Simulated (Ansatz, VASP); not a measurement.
PtS2: VASP beside Ansatz

```
Pt S
1.0
     3.57691    0.00000    0.00000
    -1.78846    3.09770    0.00000
     0.00000    0.00000    6.46146
Pt S
1 2
Cartesian
  0.0000 0.0000 0.0000
  0.0000 2.0651 1.2273
  1.7885 1.0326 5.2341
```

Alike in both runs: functional PBE; k mesh 9 × 9 × 6; occupations fermi-dirac, width 0.05 eV; no spin polarisation.

Ansatz relaxed the structure, and its values are those at the end. VASP's run is a single point on that final structure, the one shown.

```csv
,VASP,Ansatz
version,VASP 6.6.1,Ansatz 0.2.0
potentials or method,"VASP PAW PBE potentials, release 64 (Pt, S), cutoff 520 eV","plane waves, PAW"
valence electrons in the cell,22,30
```

VASP gave:

- pressure (GPa): -0.4
- rms of the force components (eV/Å): 0.017

Q: Which values does Ansatz return?

A: Pressure (GPa): 0.0; rms of the force components (eV/Å): 0.000.

VASP's potentials hold 22 valence electrons a cell and Ansatz's 30, so a difference there can come from the potentials and not from the codes.

Spin-orbit coupling is off throughout.
